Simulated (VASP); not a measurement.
# C (Fd-3m) in VASP: further runs, part 2 of 2

VASP 6.6.1.

## 5. Relaxation of cell and atoms, RPBE

This run uses another cell than the first one, of 5.67 Å³/atom.

INCAR

```
SYSTEM = C
PREC     = Accurate       ! precision mode
ENCUT    = 600            ! plane-wave cutoff, eV
EDIFF    = 1E-7           ! SCF threshold, eV
ISMEAR   = 0              ! smearing method
SIGMA    = 0.01           ! smearing width, eV
LREAL    = .FALSE.        ! projectors in reciprocal space
LASPH    = .TRUE.         ! aspherical terms in the spheres
NELM     = 120            ! most SCF steps
ALGO     = Normal         ! electronic algorithm
ISIF     = 3              ! what is computed and relaxed
LWAVE    = .FALSE.        ! write WAVECAR
LCHARG   = .FALSE.        ! write CHGCAR
GGA      = RP             ! functional
IBRION   = 2              ! ionic algorithm
NSW      = 80             ! ionic steps
EDIFFG   = -0.02          ! ionic threshold
GGA_COMPAT= .FALSE.      
NELMIN   = 4
```

KPOINTS

```
Automatic mesh
0
G
  10 10 10
  0 0 0
```

POSCAR

```
C
1.0
    0.0000000000      1.7833700000      1.7833700000
    1.7833700000      0.0000000000      1.7833700000
    1.7833700000      1.7833700000      0.0000000000
C
2
Direct
    0.5000000000      0.5000000000      0.5000000000
    0.7500000000      0.7500000000      0.7500000000
```

Potentials or basis: VASP PAW PBE potentials, release 64 (C).

On the command line:

```bash
> cat potpaw_PBE.64/C/POTCAR > POTCAR
> mpirun -np 1 vasp_std > vasp.out
```

OUTCAR:

```text
SYSTEM = C
   PREC = Accurate
   ENCUT = 600
   EDIFF = 1E-7
   ISMEAR = 0
   LREAL = .FALSE.
   LASPH = .TRUE.
   NELM = 120
   ISIF = 3
   GGA = RP
   IBRION = 2
   NSW = 80
   EDIFFG = -0.02
   NELMIN = 4

 ion  position               nearest neighbor table
   1  0.500  0.500  0.500-   2 1.54   2 1.54   2 1.54   2 1.54
   2  0.750  0.750  0.750-   1 1.54   1 1.54   1 1.54   1 1.54

  LATTYP: Found a face centered cubic cell.
 ALAT       =     3.5667400000

  Lattice vectors:

 A1 = (   0.0000000000,   1.7833700000,   1.7833700000)
 A2 = (   1.7833700000,   0.0000000000,   1.7833700000)
 A3 = (   1.7833700000,   1.7833700000,   0.0000000000)

Analysis of symmetry for initial positions (statically):
[... 254 lines left out ...]
  free energy    TOTEN  =       -17.23932286 eV

  energy without entropy =      -17.23932286  energy(sigma->0) =      -17.23932286

 E-fermi :   9.7509     XC(G=0): -13.0742

 val. band max:        9.5910394368   @ k =   0.0000   0.0000   0.0000
 cond. band min:      13.7198003417   @ k =   0.4000   0.4000   0.0000
 fundamental gap:      4.1287609048
 Fermi energy:         9.7508903061

 k-point     1 :       0.0000    0.0000    0.0000
  band No.  band energies     occupation
      1     -11.7222      2.00000
      2       9.5910      2.00000
      3       9.5910      2.00000
      4       9.5910      2.00000
      5      15.1357      0.00000
      6      15.1357      0.00000
      7      15.1357      0.00000
      8      22.4552      0.00000
[... 243 lines left out ...]
 k-point    24 :       0.4000    0.3000    0.0000
  band No.  band energies     occupation
      1      -7.1891      2.00000
      2       1.5406      2.00000
      3       3.6931      2.00000
      4       4.3130      2.00000
      5      14.3344      0.00000
      6      17.5498      0.00000
      7      23.5229      0.00000
      8      23.5571      0.00000

 [... further k-points ...]
[... 5 lines left out ...]
  --------------------------------------------------------------------------------------
  -------------------------------------------------------------------------------------
  Total       -0.0017216     -0.0017216     -0.0017216      0.0000000      0.0000000     -0.0000000
  in kB       -0.2388260     -0.2388260     -0.2388260      0.0000000      0.0000000     -0.0000000
  external PRESSURE =      -0.2388260 kB  Pullay stress =       0.0000000 kB
[... 17 lines left out ...]
  FREE ENERGIE OF THE ION-ELECTRON SYSTEM (eV)
  ---------------------------------------------------
  free  energy   TOTEN  =       -17.2393228576 eV

  energy  without entropy=      -17.2393228576  energy(sigma->0) =      -17.23932286

 reached required accuracy - stopping structural energy minimisation
```

OSZICAR:

```text
N       E                     dE             d eps       ncg     rms          rms(c)
DAV:   1     0.277486620911E+01    0.27749E+01   -0.54531E+03   776   0.107E+03
DAV:   2    -0.176839191964E+02   -0.20459E+02   -0.20008E+02  1248   0.124E+02
DAV:   3    -0.177967109913E+02   -0.11279E+00   -0.11279E+00   792   0.119E+01
DAV:   4    -0.177968814808E+02   -0.17049E-03   -0.17049E-03  1096   0.484E-01
[... 20 lines left out ...]
DAV:   2    -0.172399062372E+02    0.14392E-02   -0.11474E-03   824   0.341E-01    0.178E-01
DAV:   3    -0.172393223790E+02    0.58386E-03   -0.11857E-03   816   0.279E-01    0.317E-02
DAV:   4    -0.172393221543E+02    0.22474E-06   -0.21075E-06   752   0.209E-02    0.191E-02
DAV:   5    -0.172393228559E+02   -0.70165E-06   -0.44701E-07   928   0.933E-03    0.642E-04
DAV:   6    -0.172393228576E+02   -0.17122E-08   -0.20455E-09   408   0.547E-04
   3 F= -.17239323E+02 E0= -.17239323E+02  d E =-.487571E-02
```

CONTCAR:

```text
C
   1.00000000000000
     0.0000000000000000    1.7940846455948638    1.7940846455948638
     1.7940846455948638   -0.0000000000000000    1.7940846455948638
     1.7940846455948638    1.7940846455948638    0.0000000000000000
  C
     2
Direct
     0.5000000000000000    0.5000000000000000    0.5000000000000000
     0.7500000000000000    0.7500000000000000    0.7500000000000000

  0.00000000E+00  0.00000000E+00  0.00000000E+00
  0.00000000E+00  0.00000000E+00  0.00000000E+00
```

Run time: 18 s. Hardware: 1 thread of Intel Xeon Platinum 8375C at 2.90GHz (Ice Lake), shared host; peak memory 0.11 GiB.

What came out:

| Property | Result |
| --- | --- |
| Free energy | -17.2393 eV |
| Relaxed volume | 5.77 Å³/atom |
| Relaxed cell | a = 2.537 Å, b = 2.537 Å, c = 2.537 Å, α = 60.00°, β = 60.00°, γ = 60.00° |
| Space group after relaxing (to 0.1 Å) | Fd-3m (No. 227) |
| Energy gained by relaxing | 2.4 meV/atom |
| Ionic steps | 3 |
| Pressure after relaxing | 0.0 GPa |
| Band gap on the k mesh | 4.13 eV (least direct gap 5.54 eV) |

Step by step:
```tsv
step	energy change (eV)	largest force (eV/Å)	pressure (GPa)	volume (Å³)
1	0.0000	0.0000	7.74	11.34
2	0.0020	0.0000	-8.63	11.80
3	-0.0049	0.0000	-0.02	11.55
```

Final structure:
```
C
1.0
     0.00000    1.79408    1.79408
     1.79408    0.00000    1.79408
     1.79408    1.79408    0.00000
C
2
Direct
  0.50000 0.50000 0.50000
  0.75000 0.75000 0.75000
```

Caveat: the PAW data sets were made with another functional, which shifts forces and pressure a little.

## 6. Relaxation of cell and atoms, PBE+D3(BJ)

This run uses another cell than the first one, of 5.67 Å³/atom.

INCAR

```
ALGO = Normal ; EDIFF = 1E-7
EDIFFG = -0.02 ; ENCUT = 600
GGA = PE ; GGA_COMPAT = F
IBRION = 2 ; ISIF = 3
ISMEAR = 0 ; IVDW = 12
LASPH = T ; LCHARG = F
LREAL = F ; LWAVE = F
NELM = 120 ; NELMIN = 4
NSW = 80 ; PREC = Accurate
SIGMA = 0.01
```

KPOINTS

```
k-points
0
Gamma
  10 10 10
```

POSCAR is that of step 5.

Potentials or basis: VASP PAW PBE potentials, release 64 (C).

On the command line:

```bash
> cat potpaw_PBE.64/C/POTCAR > POTCAR
> mpirun -np 1 vasp_std > vasp.out
```

Run time: 16 s. Hardware: 1 thread of Intel Xeon Platinum 8375C at 2.90GHz (Ice Lake), shared host; peak memory 0.13 GiB.

It converged, with:

| Property | Result |
| --- | --- |
| Free energy | -18.5736 eV |
| Relaxed volume | 5.63 Å³/atom |
| Relaxed cell | a = 2.515 Å, b = 2.515 Å, c = 2.515 Å, α = 60.00°, β = 60.00°, γ = 60.00° |
| Space group after relaxing (to 0.1 Å) | Fd-3m (No. 227) |
| Energy gained by relaxing | 0.5 meV/atom |
| Ionic steps | 3 |
| Pressure after relaxing | 0.0 GPa |
| Band gap on the k mesh | 4.19 eV (least direct gap 5.61 eV) |
| Dispersion energy per atom | -0.193 eV |

The path:
```tsv
step	energy change (eV)	largest force (eV/Å)	pressure (GPa)	volume (Å³)
1	0.0000	0.0000	-3.60	11.34
2	0.0006	0.0000	4.60	11.14
3	-0.0011	0.0000	0.00	11.25
```

Final structure:
```xyz
2
Lattice="0.0000 1.7784 1.7784 1.7784 0.0000 1.7784 1.7784 1.7784 0.0000" Properties=species:S:1:pos:R:3 pbc="T T T"
C     1.7785    1.7785    1.7785
C     2.6677    2.6677    2.6677
```

Levels at points of the mesh, in eV from the valence-band top:
```csv
k point,band 1,band 2,band 3,band 4,band 5,band 6,band 7,band 8
"(0.00, 0.00, 0.00)",-21.59,0.00,0.00,0.00,5.61,5.61,5.61,13.52
"(0.50, 0.00, 0.00)",-15.77,-13.47,-2.82,-2.82,8.49,8.49,8.96,15.77
"(0.50, 0.50, 0.00)",-12.82,-12.82,-6.35,-6.35,4.78,4.78,16.93,16.93
```

## 7. Relaxation of cell and atoms, r2SCAN+rVV10

This run uses another cell than the first one, of 5.67 Å³/atom.

POSCAR is that of step 6.

INCAR.step1

```
PREC     = Accurate       # precision mode
ENCUT    = 660            # plane-wave cutoff, eV
ISMEAR   = 0              # smearing method
SIGMA    = 0.01           # smearing width, eV
LREAL    = F              # projectors in reciprocal space
LASPH    = T              # aspherical terms in the spheres
NELM     = 120            # most SCF steps
GGA      = PE             # functional
ALGO     = Normal         # electronic algorithm
EDIFF    = 1E-5           # SCF threshold, eV
LWAVE    = T              # write WAVECAR
LCHARG   = F              # write CHGCAR
GGA_COMPAT= F            
IBRION   = 2              # ionic algorithm
ISIF     = 3              # what is computed and relaxed
EDIFFG   = -0.005         # ionic threshold
NELMIN   = 4            
NSW      = 100            # ionic steps
```

INCAR.step2

```
PREC     = Accurate       # precision mode
ENCUT    = 660            # plane-wave cutoff, eV
EDIFF    = 1E-7           # SCF threshold, eV
ISMEAR   = 0              # smearing method
SIGMA    = 0.01           # smearing width, eV
LREAL    = F              # projectors in reciprocal space
LASPH    = T              # aspherical terms in the spheres
NELM     = 120            # most SCF steps
ALGO     = Normal         # electronic algorithm
ISIF     = 3              # what is computed and relaxed
LWAVE    = F              # write WAVECAR
LCHARG   = F              # write CHGCAR
METAGGA  = R2SCAN         # meta-GGA
LMIXTAU  = T            
LUSE_VDW = T            
IVDW_NL  = 2            
BPARAM   = 11.95        
CPARAM   = 0.0093       
IBRION   = 2              # ionic algorithm
NSW      = 80             # ionic steps
EDIFFG   = -0.02          # ionic threshold
ISTART   = 1            
GGA_COMPAT= F            
NELMIN   = 4
```

KPOINTS

```
Automatic mesh
0
Gamma
  10 10 10
```

On the command line:

```bash
> cat potpaw_PBE.64/C/POTCAR > POTCAR
> cp INCAR.step1 INCAR
> mpirun -np 1 vasp_std > vasp.out
> cp INCAR.step2 INCAR
> mpirun -np 1 vasp_std > vasp.out
```

Run time: 2.4 min. Hardware: 1 thread of Intel Xeon Platinum 8375C at 2.90GHz (Ice Lake), shared host; peak memory 0.2 GiB.

The run converged. Its results:

* Free energy: -19.5933 eV
* Relaxed volume: 5.63 Å³/atom
* Relaxed cell: a = 2.516 Å, b = 2.516 Å, c = 2.516 Å, α = 60.00°, β = 60.00°, γ = 60.00°
* Space group after relaxing (to 0.1 Å): Fd-3m (No. 227)
* Energy gained by relaxing: 0.4 meV/atom
* Ionic steps: 3
* Pressure after relaxing: 0.0 GPa
* Band gap on the k mesh: 4.35 eV (least direct gap 5.85 eV)

Step by step:
```tsv
step	energy change (eV)	largest force (eV/Å)	pressure (GPa)	volume (Å³)
1	0.0000	0.0000	-3.20	11.34
2	0.0006	0.0000	4.30	11.16
3	-0.0008	0.0000	0.01	11.26
```

Final structure:
```
C
1.0
     0.00000    1.77914    1.77914
     1.77914    0.00000    1.77914
     1.77914    1.77914    0.00000
C
2
Direct
  0.50000 0.50000 0.50000
  0.75000 0.75000 0.75000
```

Levels at points of the mesh, in eV from the valence-band top:
```tsv
k point	band 2	band 3	band 4	band 5	band 6	band 7
(0.00, 0.00, 0.00)	0.00	0.00	0.00	5.85	5.85	5.85
(0.50, 0.00, 0.00)	-14.15	-3.00	-3.00	8.89	8.89	9.21
(0.50, 0.50, 0.00)	-13.65	-6.71	-6.71	4.98	4.98	17.98
```

Caveat: the PAW data sets were made with another functional, which shifts forces and pressure a little.

## 8. Summary

| task | level | cell | cutoff (eV) | gap on the mesh (eV) | pressure (GPa) | relaxed volume (Å³/atom) |
| --- | --- | --- | --- | --- | --- | --- |
| single point | PBE+D3(BJ) | a = 2.515 Å, angles 60.0°, 2 atoms | 600 | 4.19 | 0.0 | - |
| single point | r2SCAN+rVV10 | a = 2.516 Å, angles 60.0°, 2 atoms | 660 | 4.35 | 0.2 | - |
| relaxation of cell and atoms | PBEsol | relaxed from a = 2.522 Å, angles 60.0°, 2 atoms | 600 | 4.06 | 0.0 | 5.62 |
| relaxation of cell and atoms | RPBE | relaxed from a = 2.522 Å, angles 60.0°, 2 atoms | 600 | 4.13 | 0.0 | 5.77 |
| relaxation of cell and atoms | PBE+D3(BJ) | relaxed from a = 2.522 Å, angles 60.0°, 2 atoms | 600 | 4.19 | 0.0 | 5.63 |
| relaxation of cell and atoms | r2SCAN+rVV10 | relaxed from a = 2.522 Å, angles 60.0°, 2 atoms | 660 | 4.35 | 0.0 | 5.63 |

Alike in all rows: potentials or basis VASP PAW PBE potentials, release 64 (C); no spin polarisation; k mesh 10 × 10 × 10; smearing gaussian 0.01 eV.

Caveats: the PAW data sets were made with another functional, which shifts forces and pressure a little (at least some runs).

Total energies depend on the potentials used, so only differences within one code and one set of settings carry meaning.
